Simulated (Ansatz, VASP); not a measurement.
# One calculation of HfTa, two programs

File INCAR:

```
SYSTEM = HfTa
  PREC = Accurate
  ENCUT = 520
  EDIFF = 1E-7
  ISMEAR = -1
  SIGMA = 0.05
  LREAL = .FALSE.
  LASPH = .TRUE.
  NELM = 100
  ALGO = Normal
  ISIF = 2
  LWAVE = .FALSE.
  LCHARG = .TRUE.
  GGA = PE
  LELF = .TRUE.
  LVHAR = .TRUE.
  NBANDS = 18
```

KPOINTS

```
Automatic mesh
0
G
  8 8 5
  0 0 0
```

Contents of POSCAR:

```
HfTa
1.0
    1.7127470000     -2.3996010000      0.0000000000
    1.7127470000      2.3996010000      0.0000000000
    0.0000000000      0.0000000000      4.9445061000
Ta Hf
1 1
Direct
    0.5000000000      0.5000000000      0.5000000000
    0.0000000000      0.0000000000      0.0000000000
```

input.yaml

```yaml
crystal:
  lattice:
    - [1.712747, -2.399601, 0.0]
    - [1.712747, 2.399601, 0.0]
    - [0.0, 0.0, 4.9445061]
  atoms:
    - { symbol: Ta, position: [0.5, 0.5, 0.5] }
    - { symbol: Hf, position: [0.0, 0.0, 0.0] }
hamiltonian:
  xc: pbe
  pseudopotentials: { kind: paw }
kpoints:
  mp_grid: { grid: [8, 8, 5] }
  band_path:
    path:
      - [[0.0, 0.0, 0.0], [0.377364493, 0.377364493, 0.0], [0.0, 0.5, 0.0], [0.0, 0.5, 0.5], [0.377364493, 0.377364493, 0.5], [0.0, 0.0, 0.5], [0.0, 0.0, 0.0], [-0.5, 0.5, 0.0], [-0.377364493, 0.622635507, 0.0], [-0.377364493, 0.622635507, 0.5], [-0.5, 0.5, 0.5], [-0.5, 0.5, 0.0]]
      - [[0.0, 0.0, 0.5], [-0.5, 0.5, 0.5]]
    npoints: 14
scf:
  occupations: { method: fermi_dirac, width: 0.05 }
  n_extra_bands: 6
output:
  forces: true
  stress: true
  eigenvalues: true
  fatbands: false
```

Alike in both runs: functional PBE; k mesh 8 × 8 × 5; occupations fermi-dirac, width 0.05 eV; no spin polarisation.

|  | VASP | Ansatz |
| --- | --- | --- |
| version | VASP 6.6.1 | Ansatz 0.2.0 |
| potentials or method | VASP PAW PBE potentials, release 64 (Ta_pv, Hf_pv) | Ansatz PAW |
| plane-wave cutoff (eV) | 520 | 420 |
| valence electrons in the cell | 21 | 39 |
| task | single point | band structure |

VASP gave:

```
gap on the k mesh at the Fermi level (eV)                     : none
pressure (GPa)                                                : -2.5
traceless stress, the component that is largest in VASP (GPa) : -0.96
```

Which values does Ansatz return?

gap on the k mesh at the Fermi level (eV): none; pressure (GPa): -2.3; traceless stress, the component that is largest in VASP (GPa): -0.90.

A gap of «none» marks a metal or a gap that the smearing closes. VASP's potentials hold 21 valence electrons a cell and Ansatz's 39, so a difference there can come from the potentials and not from the codes.

Spin-orbit coupling is off throughout.
